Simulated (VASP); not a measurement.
Input of a VASP 6.6.1 run:

INCAR

```
PREC     = Accurate       # precision mode
ENCUT    = 520            # plane-wave cutoff, eV
EDIFF    = 1E-6           # SCF threshold, eV
ISMEAR   = 0              # smearing method
SIGMA    = 0.1            # smearing width, eV
LREAL    = Auto         
LASPH    = T              # aspherical terms in the spheres
NELM     = 80             # most SCF steps
ALGO     = Normal         # electronic algorithm
ISIF     = 2              # what is computed and relaxed
LWAVE    = F              # write WAVECAR
LCHARG   = T              # write CHGCAR
GGA      = PE             # functional
IVDW     = 12             # dispersion correction
LELF     = T              # ELF
LVHAR    = T            
NBANDS   = 118            # bands
```

File KPOINTS:

```
Automatic mesh
0
Gamma
  3 3 3
```

POSCAR

```
W
1.0
    6.3200000000      0.0000000000      0.0000000000
    0.0000000000      6.3200000000      0.0000000000
    0.0000000000      0.0000000000      6.3200000000
W
15
Direct
    0.2475193038     -0.2475193038     -0.2475193038
    0.5000000000      0.0000000000      0.0000000000
    0.0000000000      0.5000000000      0.0000000000
    0.0000000000      0.0000000000      0.5000000000
    0.2475193038      0.2475193038      0.2475193038
    0.5000000000      0.5000000000      0.0000000000
    0.5000000000      0.0000000000      0.5000000000
    0.7524806962      0.2475193038      0.2475193038
    0.0000000000      0.5000000000      0.5000000000
    0.2475193038      0.7524806962      0.2475193038
    0.2475193038      0.2475193038      0.7524806962
    0.5000000000      0.5000000000      0.5000000000
    0.7524806962      0.7524806962      0.2475193038
    0.7524806962      0.2475193038      0.7524806962
    0.7524806962      0.7524806962      0.7524806962
```

Potentials or basis: VASP PAW PBE potentials, release 64 (W_sv).

Run with:

```console
$ cat potpaw_PBE.64/W_sv/POTCAR > POTCAR
$ mpirun -np 1 vasp_std > vasp.out
```

**Question.** What does it give for the dispersion energy per atom?

**Answer.** -0.654 eV.

**Question.** Estimate the pressure.

**Answer.** -6.5 GPa.

**Question.** What does it give for the band gap on the k mesh?

**Answer.** Zero (bands 105 and 106 overlap by 0.01 eV).

**Question.** What does it give for the largest force?

**Answer.** 0.021 eV/Å.

Forces on the atoms (eV/Å):
```
W   -0.012  0.012  0.012
W    0.000  0.000  0.000
W    0.000  0.000  0.000
W    0.000  0.000  0.000
W   -0.012 -0.012 -0.012
W    0.000  0.000  0.000
W    0.000  0.000  0.000
W    0.012 -0.012 -0.012
W    0.000  0.000  0.000
W   -0.012  0.012 -0.012
W   -0.012 -0.012  0.012
W    0.000  0.000  0.000
W    0.012  0.012 -0.012
W    0.012 -0.012  0.012
W    0.012  0.012  0.012
```

Caveat: spin-orbit coupling is left out, which moves the levels of the heavy elements.
